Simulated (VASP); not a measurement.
Wanted: the native input for a VASP 6.6.1 run.

* Task: single point
* Functional: PBE
* Potentials or basis: VASP PAW PBE potentials, release 64 (Tl_d, H)
* Cutoff: 520 eV
* k mesh: 12 × 12 × 12
* Occupations: gaussian, width 0.1 eV
* Spin: no spin polarisation
* Dipole correction: no
* Further INCAR settings: ALGO = Normal; EDIFF = 1e-06; NBANDS = 28

The structure of Tl3H2 lies in POSCAR:

```
Tl3H2
1.0
    1.7789784666      1.0270936966     10.6031538255
   -1.7789784666      1.0270936966     10.6031538255
    0.0000000000     -2.0541873931     10.6031538255
Tl H
3 2
Direct
    0.0000000000      0.0000000000      0.0000000000
    0.2275494190      0.2275494190      0.2275494190
    0.7724505810      0.7724505810      0.7724505810
    0.3996905935      0.3996905935      0.3996905935
    0.6003094065      0.6003094065      0.6003094065
```

One way to write it, as run:

INCAR

```
SYSTEM = Tl3H2
  PREC = Accurate
  ENCUT = 520
  EDIFF = 1E-6
  ISMEAR = 0
  SIGMA = 0.1
  LREAL = .False.
  LASPH = .True.
  NELM = 100
  ALGO = Normal
  ISIF = 2
  LWAVE = .False.
  LCHARG = .False.
  GGA = PE
  NBANDS = 28
```

KPOINTS

```
regular mesh
0
Gamma
  12 12 12
  0 0 0
```

Potentials or basis: VASP PAW PBE potentials, release 64 (Tl_d, H).

The run is started by

```bash
$ cat potpaw_PBE.64/Tl_d/POTCAR potpaw_PBE.64/H/POTCAR > POTCAR
$ mpirun -np 1 vasp_std > vasp.out
```

It gave:

* Pressure: -0.1 GPa
* Band gap on the k mesh: zero (an odd number of electrons rules out a gap without spin polarisation)

Caveat: spin-orbit coupling is left out, which moves the levels of the heavy elements.

Wall time 34 min on 1 thread of Intel(R) Xeon(R) 6975P-C (Granite Rapids), with other jobs on the host, peak memory 1.2 GiB.
